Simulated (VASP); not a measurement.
Write the native input for VASP 6.6.1 that does the following.

```yaml
Task: single point
Functional: LDA
Potentials_or_basis: VASP PAW LDA potentials, release 64 (N)
Cutoff: 520 eV
k_mesh: 7 × 7 × 2
Occupations: gaussian, width 0.05 eV
Spin: no spin polarisation
Dipole_correction: no
Further_INCAR_settings: ALGO = Normal; EDIFF = 1e-06; NBANDS = 30
```

The structure of N lies in POSCAR:

```
N
1.0
   -3.5269202438      0.0000000000      0.0000000000
   -1.7634601219     -3.0544025283      0.0000000000
   -0.2939100203      0.5090670880     13.6505029787
N
8
Direct
    0.1808210109      0.4858456558      0.9150739346
    0.2641543442      0.4025123224      0.4150739346
    0.1941789891      0.4724876776      0.8349260654
    0.2775123224      0.3891543442      0.3349260654
    0.6391543442      0.6941789891      0.1650739346
    0.5558210109      0.7775123224      0.6650739346
    0.6525123224      0.6808210109      0.0849260654
    0.5691789891      0.7641543442      0.5849260654
```

The input as run:

INCAR

```
PREC     = Accurate       # precision mode
ENCUT    = 520            # plane-wave cutoff, eV
EDIFF    = 1E-6           # SCF threshold, eV
ISMEAR   = 0              # smearing method
SIGMA    = 0.05           # smearing width, eV
LREAL    = False          # projectors in reciprocal space
LASPH    = True           # aspherical terms in the spheres
NELM     = 100            # most SCF steps
ALGO     = Normal         # electronic algorithm
ISIF     = 2              # what is computed and relaxed
LWAVE    = False          # write WAVECAR
LCHARG   = True           # write CHGCAR
GGA      = CA             # functional
LELF     = True           # ELF
LVHAR    = True         
NBANDS   = 30             # bands
```

KPOINTS

```
Automatic mesh
0
Gamma
  7 7 2
```

Potentials or basis: VASP PAW LDA potentials, release 64 (N).

Command:

```bash
$ cat potpaw_LDA.64/N/POTCAR > POTCAR
$ mpirun -np 1 vasp_std > vasp.out
```

It gave:

```json
{
  "Pressure": "2.4 GPa",
  "Largest force": "1.551 eV/Å",
  "Band gap on the k mesh": "6.25 eV, indirect (least direct gap 6.37 eV)"
}
```

Caveat: the standard files for N, O and F lose accuracy on very short bonds; forces of over 1 eV/Å act on the atoms, so gaps and moduli don't describe the material at rest.

Wall time 96 s on 1 thread of Intel(R) Xeon(R) 6975P-C (Granite Rapids), with other jobs on the host, peak memory 0.29 GiB.
